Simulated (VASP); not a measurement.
# Tl (P6/mmm) in VASP: notebook, part 2 of 2

VASP 6.6.1. The steps go on from the part before.

### Step 4. Single point, revPBE (36.05 Å³/atom)

This run uses another cell than the first one, of 36.05 Å³/atom.

Contents of INCAR:

```
  PREC = Accurate
  ENCUT = 520
  EDIFF = 1E-6
  ISMEAR = -1
  SIGMA = 0.1
  LREAL = F
  LASPH = T
  NELM = 80
  ALGO = Normal
  ISIF = 2
  LWAVE = F
  LCHARG = T
  GGA = RE
  LELF = T
  LVHAR = T
  NBANDS = 26
```

Contents of KPOINTS:

```
regular mesh
0
Gamma
  7 7 10
```

Contents of POSCAR:

```
Tl
1.0
    5.8778073020      0.0000000000      0.0000000000
   -2.9389036510      5.0903304420      0.0000000000
    0.0000000000      0.0000000000      3.6143222566
Tl
3
Direct
    1.0000000000      1.0000000000      1.0000000000
    0.3333333333      0.6666666667      0.5000000000
    0.6666666667      0.3333333333      0.5000000000
```

Potentials or basis: VASP PAW PBE potentials, release 64 (Tl_d).

Launch:

```console
$ cat potpaw_PBE.64/Tl_d/POTCAR > POTCAR
$ mpirun -np 1 vasp_std > vasp.out
```

OUTCAR:

```text
PREC = Accurate
   ENCUT = 520
   EDIFF = 1E-6
   ISMEAR = -1
   LREAL = F
   LASPH = T
   NELM = 80
   ISIF = 2
   GGA = RE

 ion  position               nearest neighbor table
   1  0.000  0.000  0.000-   2 3.84   3 3.84   2 3.84   3 3.84   2 3.84   2 3.84   3 3.84   3 3.84
                             3 3.84   3 3.84   2 3.84   2 3.84
   2  0.333  0.667  0.500-   3 3.39   3 3.39   3 3.39   1 3.84   1 3.84   1 3.84   1 3.84   1 3.84
                             1 3.84
   3  0.667  0.333  0.500-   2 3.39   2 3.39   2 3.39   1 3.84   1 3.84   1 3.84   1 3.84   1 3.84
                             1 3.84

  LATTYP: Found a hexagonal cell.
 ALAT       =     5.8778073020
 C/A-ratio  =     0.6149099606

  Lattice vectors:

 A1 = (   5.8778073020,   0.0000000000,   0.0000000000)
 A2 = (  -2.9389036510,   5.0903304420,   0.0000000000)
 A3 = (   0.0000000000,   0.0000000000,   3.6143222566)

Analysis of symmetry for initial positions (statically):
=====================================================================
 Subroutine PRICEL returns:
 Original cell was already a primitive cell.

 Routine SETGRP: Setting up the symmetry group for a
 hexagonal supercell.

 Subroutine GETGRP returns: Found 24 space group operations
 (whereof 24 operations were pure point group operations)
 out of a pool of 24 trial point group operations.

The static configuration has the point symmetry D_6h.

Analysis of symmetry for dynamics (positions and initial velocities):
=====================================================================
 Subroutine PRICEL returns:
 Original cell was already a primitive cell.

 Routine SETGRP: Setting up the symmetry group for a
 hexagonal supercell.

 Subroutine GETGRP returns: Found 24 space group operations
 (whereof 24 operations were pure point group operations)
 out of a pool of 24 trial point group operations.

[... 116 lines left out ...]
   EFERMI =   0.00;   METHOD = LEGACY
   ISMEAR =    -1;   SIGMA  =   0.10  broadening in eV -4-tet -1-fermi 0-gaus
   EFERMI_NEDOS =   21; number of points for ismear=-14 and -15
   IALGO  =     38    algorithm
   IMIX   =      4    mixing-type and parameters
     AMIX     =   0.40;   BMIX     =  1.00
     AMIX_MAG =   1.60;   BMIX_MAG =  1.00
  volume/ion in A,a.u.               =      36.05       243.26
  Fermi-wavevector in a.u.,A,eV,Ry     =   1.165289  2.202077 18.475329  1.357898
  Thomas-Fermi vector in A             =   2.301817
   LORBIT       =      0    0 simple, 1 ext, 2 COOP (PROOUT), +10 PAW based schemes
   GGA     = RE    functional components
   LHFCALC =     F    Hartree Fock is set to
   AEXX    =    0.0000 exact exchange contribution
   IVDW    =     0    specifies the selected vdW correction
   LEPSILON=     F    determine dielectric tensor
   LRPA    =     F    only Hartree local field effects (RPA)
 non-spin polarized calculation
  energy-cutoff  :      520.00
  volume of cell :      108.14
 maximum number of plane-waves:      2930
 NGX is ok and might be reduce to    48
   NGX = 21   NGY = 21   NGZ = 13

 number of electron      38.9999988 magnetization

 Free energy of the ion-electron system (eV)
  ---------------------------------------------------
  ext. energy  EPLUGINS =         0.00000000
  ---------------------------------------------------
  free energy    TOTEN  =        -5.64970159 eV

  energy without entropy =       -5.58635304  energy(sigma->0) =       -5.61802732

 E-fermi :   4.6884     XC(G=0):  -8.9721

 val. band max:        4.6762425224   @ k =   0.2857   0.2857   0.2000
 cond. band min:       4.7122756950   @ k =   0.2857   0.0000   0.0000
 fundamental gap:      0.0360331726
 Fermi energy:         4.6883627892

 k-point     1 :       0.0000    0.0000    0.0000
  band No.  band energies     occupation
      1      -7.1496      2.00000
      2      -6.9382      2.00000
      3      -6.9372      2.00000
      4      -6.9372      2.00000
      5      -6.9173      2.00000
      6      -6.8353      2.00000
[... 685 lines left out ...]
     25      10.4843      0.00000
     26      10.5139      0.00000

 [... further k-points ...]

------------------------ aborting loop because EDIFF is reached ----------------------------------------

  FORCE on cell =-STRESS in cart. coord.  units (eV):
  Direction    XX          YY          ZZ          XY          YZ          ZX
  --------------------------------------------------------------------------------------
  -------------------------------------------------------------------------------------
  Total       -0.8875298     -0.8875298     -0.8883280      0.0000000     -0.0000000      0.0000000
  in kB      -13.1493820    -13.1493820    -13.1612083      0.0000000     -0.0000000      0.0000000
  external PRESSURE =     -13.1533241 kB  Pullay stress =       0.0000000 kB

 VOLUME and BASIS-vectors are now :
 -----------------------------------------------------------------------------
  energy-cutoff  :      520.00
  volume of cell :      108.14
      direct lattice vectors                 reciprocal lattice vectors
     5.877807302  0.000000000  0.000000000     0.170131471  0.098225450  0.000000000
    -2.938903651  5.090330442  0.000000000     0.000000000  0.196450901  0.000000000
     0.000000000  0.000000000  3.614322257     0.000000000  0.000000000  0.276677045

 POSITION                                       TOTAL-FORCE (eV/Angst)
 -----------------------------------------------------------------------------------
      0.00000      0.00000      0.00000         0.000000      0.000000     -0.000000
     -0.00000      3.39355      1.80716        -0.000000      0.000000     -0.000000
      2.93890      1.69678      1.80716         0.000000     -0.000000      0.000000
 -----------------------------------------------------------------------------------
    total drift:                               -0.000000      0.000000     -0.000000

  FREE ENERGIE OF THE ION-ELECTRON SYSTEM (eV)
  ---------------------------------------------------
  free  energy   TOTEN  =        -5.6497015939 eV

  energy  without entropy=       -5.5863530444  energy(sigma->0) =       -5.61802732
```

OSZICAR:

```text
N       E                     dE             d eps       ncg     rms          rms(c)
DAV:   1     0.201893911921E+03    0.20189E+03   -0.20002E+04  2528   0.133E+03
DAV:   2    -0.116771536217E+01   -0.20306E+03   -0.20034E+03  2696   0.299E+02
DAV:   3    -0.564166243886E+01   -0.44739E+01   -0.44466E+01  2800   0.373E+01
DAV:   4    -0.567734047940E+01   -0.35678E-01   -0.35661E-01  2760   0.342E+00
DAV:   5    -0.567790104744E+01   -0.56057E-03   -0.56056E-03  2780   0.448E-01    0.197E+00
DAV:   6    -0.565249602256E+01    0.25405E-01   -0.55322E-02  2622   0.153E+00    0.146E+00
DAV:   7    -0.564945290140E+01    0.30431E-02   -0.25610E-02  2634   0.103E+00    0.584E-01
DAV:   8    -0.564965357328E+01   -0.20067E-03   -0.17495E-03  2578   0.289E-01    0.357E-02
DAV:   9    -0.564969044377E+01   -0.36870E-04   -0.57144E-05  2796   0.514E-02    0.186E-02
DAV:  10    -0.564970135806E+01   -0.10914E-04   -0.12675E-05  2580   0.243E-02    0.255E-03
DAV:  11    -0.564970159392E+01   -0.23585E-06   -0.27964E-07  1430   0.326E-03
   1 F= -.56497016E+01 E0= -.56180273E+01  d E =-.633485E-01
```

It took 45 s on 1 thread of Intel Xeon 6975P-C (Granite Rapids), shared host; peak memory 0.29 GiB.

Results:

```
Free energy            : -5.6497 eV
Pressure               : -1.3 GPa
Band gap on the k mesh : zero (an odd number of electrons rules out a gap without spin polarisation)
```

Caveat: the PAW data sets were made with another functional, which shifts forces and pressure a little; spin-orbit coupling is left out, which moves the levels of the heavy elements.

### Step 5. Single point, revPBE (37.38 Å³/atom)

This run uses another cell than the first one, of 37.38 Å³/atom.

Contents of INCAR:

```
SYSTEM = Tl
PREC = Accurate
ENCUT = 520
EDIFF = 1E-6
ISMEAR = -1
SIGMA = 0.1
LREAL = .False.
LASPH = .True.
NELM = 60
ALGO = Normal
ISIF = 2
LWAVE = .False.
LCHARG = .True.
GGA = RE
LELF = .True.
LVHAR = .True.
NBANDS = 26
```

Contents of KPOINTS:

```
regular mesh
0
Gamma
  7 7 10
  0 0 0
```

Contents of POSCAR:

```
Tl
1.0
    5.9494949440      0.0000000000      0.0000000000
   -2.9747474720      5.1524137612      0.0000000000
    0.0000000000      0.0000000000      3.6584037017
Tl
3
Direct
    1.0000000000      1.0000000000      1.0000000000
    0.3333333333      0.6666666667      0.5000000000
    0.6666666667      0.3333333333      0.5000000000
```

Potentials or basis: VASP PAW PBE potentials, release 64 (Tl_d).

Launch:

```console
$ cat potpaw_PBE.64/Tl_d/POTCAR > POTCAR
$ mpirun -np 1 vasp_std > vasp.out
```

OUTCAR:

```text
SYSTEM = Tl
   PREC = Accurate
   ENCUT = 520
   EDIFF = 1E-6
   ISMEAR = -1
   LREAL = .False.
   LASPH = .True.
   NELM = 60
   ISIF = 2
   GGA = RE

 ion  position               nearest neighbor table
   1  0.000  0.000  0.000-   2 3.89   3 3.89   2 3.89   3 3.89   3 3.89   3 3.89   2 3.89   2 3.89
                             3 3.89   3 3.89   2 3.89   2 3.89
   2  0.333  0.667  0.500-   3 3.43   3 3.43   3 3.43   1 3.89   1 3.89   1 3.89   1 3.89   1 3.89
                             1 3.89
   3  0.667  0.333  0.500-   2 3.43   2 3.43   2 3.43   1 3.89   1 3.89   1 3.89   1 3.89   1 3.89
                             1 3.89

  LATTYP: Found a hexagonal cell.
 ALAT       =     5.9494949440
 C/A-ratio  =     0.6149099606

  Lattice vectors:

 A1 = (   5.9494949440,   0.0000000000,   0.0000000000)
 A2 = (  -2.9747474720,   5.1524137612,   0.0000000000)
 A3 = (   0.0000000000,   0.0000000000,   3.6584037017)

Analysis of symmetry for initial positions (statically):
=====================================================================
 Subroutine PRICEL returns:
 Original cell was already a primitive cell.

 Routine SETGRP: Setting up the symmetry group for a
 hexagonal supercell.

 Subroutine GETGRP returns: Found 24 space group operations
 (whereof 24 operations were pure point group operations)
 out of a pool of 24 trial point group operations.

The static configuration has the point symmetry D_6h.

Analysis of symmetry for dynamics (positions and initial velocities):
=====================================================================
 Subroutine PRICEL returns:
 Original cell was already a primitive cell.

 Routine SETGRP: Setting up the symmetry group for a
 hexagonal supercell.

 Subroutine GETGRP returns: Found 24 space group operations
 (whereof 24 operations were pure point group operations)
 out of a pool of 24 trial point group operations.
[... 118 lines left out ...]
   ISMEAR =    -1;   SIGMA  =   0.10  broadening in eV -4-tet -1-fermi 0-gaus
   EFERMI_NEDOS =   21; number of points for ismear=-14 and -15
   IALGO  =     38    algorithm
   IMIX   =      4    mixing-type and parameters
     AMIX     =   0.40;   BMIX     =  1.00
     AMIX_MAG =   1.60;   BMIX_MAG =  1.00
  volume/ion in A,a.u.               =      37.38       252.27
  Fermi-wavevector in a.u.,A,eV,Ry     =   1.151248  2.175543 18.032780  1.325372
  Thomas-Fermi vector in A             =   2.287907
   LORBIT       =      0    0 simple, 1 ext, 2 COOP (PROOUT), +10 PAW based schemes
   GGA     = RE    functional components
   LHFCALC =     F    Hartree Fock is set to
   AEXX    =    0.0000 exact exchange contribution
   IVDW    =     0    specifies the selected vdW correction
   LEPSILON=     F    determine dielectric tensor
   LRPA    =     F    only Hartree local field effects (RPA)
 non-spin polarized calculation
  energy-cutoff  :      520.00
  volume of cell :      112.15
 maximum number of plane-waves:      3074
 NGX is ok and might be reduce to    48
   NGX = 23   NGY = 23   NGZ = 13

 number of electron      38.9999999 magnetization

 Free energy of the ion-electron system (eV)
  ---------------------------------------------------
  ext. energy  EPLUGINS =         0.00000000
  ---------------------------------------------------
  free energy    TOTEN  =        -5.61311552 eV

  energy without entropy =       -5.54619403  energy(sigma->0) =       -5.57965478

 E-fermi :   4.4049     XC(G=0):  -8.8045

 val. band max:        4.4041818723   @ k =   0.2857   0.1429   0.5000
 cond. band min:       4.4059832658   @ k =   0.4286  -0.0000   0.4000
 fundamental gap:      0.0018013935
 Fermi energy:         4.4048745510

 k-point     1 :       0.0000    0.0000    0.0000
  band No.  band energies     occupation
      1      -7.4030      2.00000
      2      -7.2102      2.00000
      3      -7.2090      2.00000
      4      -7.2090      2.00000
      5      -7.1897      2.00000
      6      -7.1186      2.00000
[... 685 lines left out ...]
     25      10.0134      0.00000
     26      10.0515      0.00000

 [... further k-points ...]

------------------------ aborting loop because EDIFF is reached ----------------------------------------

  FORCE on cell =-STRESS in cart. coord.  units (eV):
  Direction    XX          YY          ZZ          XY          YZ          ZX
  --------------------------------------------------------------------------------------
  -------------------------------------------------------------------------------------
  Total       -1.2176392     -1.2176392     -1.2080718      0.0000000     -0.0000000      0.0000000
  in kB      -17.3958938    -17.3958938    -17.2592083      0.0000000     -0.0000000      0.0000000
  external PRESSURE =     -17.3503320 kB  Pullay stress =       0.0000000 kB

 VOLUME and BASIS-vectors are now :
 -----------------------------------------------------------------------------
  energy-cutoff  :      520.00
  volume of cell :      112.15
      direct lattice vectors                 reciprocal lattice vectors
     5.949494944  0.000000000  0.000000000     0.168081494  0.097041896  0.000000000
    -2.974747472  5.152413761  0.000000000     0.000000000  0.194083792  0.000000000
     0.000000000  0.000000000  3.658403702     0.000000000  0.000000000  0.273343262

 POSITION                                       TOTAL-FORCE (eV/Angst)
 -----------------------------------------------------------------------------------
      0.00000      0.00000      0.00000         0.000000      0.000000      0.000000
     -0.00000      3.43494      1.82920         0.000000     -0.000000      0.000000
      2.97475      1.71747      1.82920        -0.000000      0.000000      0.000000
 -----------------------------------------------------------------------------------
    total drift:                               -0.000000      0.000000     -0.000000

  FREE ENERGIE OF THE ION-ELECTRON SYSTEM (eV)
  ---------------------------------------------------
  free  energy   TOTEN  =        -5.6131155207 eV

  energy  without entropy=       -5.5461940303  energy(sigma->0) =       -5.57965478
```

OSZICAR:

```text
N       E                     dE             d eps       ncg     rms          rms(c)
DAV:   1     0.200954483320E+03    0.20095E+03   -0.19859E+04  2560   0.132E+03
DAV:   2    -0.101674106856E+01   -0.20197E+03   -0.19930E+03  2700   0.296E+02
DAV:   3    -0.559912512532E+01   -0.45824E+01   -0.45487E+01  2838   0.370E+01
DAV:   4    -0.563683265616E+01   -0.37708E-01   -0.37621E-01  2886   0.343E+00
DAV:   5    -0.563740483971E+01   -0.57218E-03   -0.57218E-03  2728   0.422E-01    0.176E+00
DAV:   6    -0.561515209845E+01    0.22253E-01   -0.49905E-02  2678   0.143E+00    0.132E+00
DAV:   7    -0.561276089147E+01    0.23912E-02   -0.22798E-02  2620   0.960E-01    0.548E-01
DAV:   8    -0.561306361520E+01   -0.30272E-03   -0.15492E-03  2602   0.273E-01    0.349E-02
DAV:   9    -0.561310505945E+01   -0.41444E-04   -0.62038E-05  2764   0.518E-02    0.182E-02
DAV:  10    -0.561311530661E+01   -0.10247E-04   -0.12368E-05  2608   0.236E-02    0.265E-03
DAV:  11    -0.561311552075E+01   -0.21414E-06   -0.28936E-07  1438   0.300E-03
   1 F= -.56131155E+01 E0= -.55796548E+01  d E =-.669215E-01
```

stdout:

```text
POSCAR found type information on POSCAR Tl
 POSCAR found :  1 types and       3 ions
 scaLAPACK will be used
 -----------------------------------------------------------------------------
|                                                                             |
|                                                                             |
|     You enforced a specific xc type in the INCAR file but a different       |
|     I HOPE YOU KNOW WHAT YOU ARE DOING!                                     |
|                                                                             |
 -----------------------------------------------------------------------------

 LDA part: xc-table for (Slater+PW92), standard interpolation
 POSCAR, INCAR and KPOINTS ok, starting setup
 FFT: planning ... GRIDC
 FFT: planning ... GRID_SOFT
 FFT: planning ... GRID
 WAVECAR not read
 entering main loop
```

Run time: 45 s. Hardware: 1 thread of Intel Xeon 6975P-C (Granite Rapids), shared host; peak memory 0.3 GiB.

Results:

```
Free energy            : -5.6131 eV
Pressure               : -1.7 GPa
Band gap on the k mesh : zero (an odd number of electrons rules out a gap without spin polarisation)
```

Levels at points of the mesh, in eV from the Fermi level:
```csv
k point,band 15,band 16,band 17,band 18,band 19,band 20,band 21,band 22,band 23,band 24
"(0.00, 0.00, 0.00)",-11.33,-8.66,-4.90,-4.61,-0.28,-0.28,-0.12,-0.12,3.93,7.36
"(0.00, 0.00, 0.50)",-11.28,-6.44,-5.33,-3.13,-0.34,0.56,1.25,1.25,1.39,2.41
```

Caveat: the PAW data sets were made with another functional, which shifts forces and pressure a little; spin-orbit coupling is left out, which moves the levels of the heavy elements.

### Step 6. Overview

| cell | gap on the mesh (eV) | pressure (GPa) |
| --- | --- | --- |
| a = 5.729, b = 5.729, c = 3.523 Å, angles 90.0, 90.0, 120.0°, 3 atoms | none | -0.1 |
| a = 5.804, b = 5.804, c = 3.569 Å, angles 90.0, 90.0, 120.0°, 3 atoms | none | -0.8 |
| a = 5.878, b = 5.878, c = 3.614 Å, angles 90.0, 90.0, 120.0°, 3 atoms | none | -1.3 |
| a = 5.949, b = 5.949, c = 3.658 Å, angles 90.0, 90.0, 120.0°, 3 atoms | none | -1.7 |

Alike in all rows: task single point; level revPBE; potentials or basis VASP PAW PBE potentials, release 64 (Tl_d); no spin polarisation; k mesh 7 × 7 × 10; cutoff (eV) 520; smearing fermi-dirac 0.1 eV.

Caveats: the PAW data sets were made with another functional, which shifts forces and pressure a little; spin-orbit coupling is left out, which moves the levels of the heavy elements.

Total energies depend on the potentials used, so only differences within one code and one set of settings carry meaning.

The gap in the log of VASP goes by the Fermi energy; the results here count the filled bands.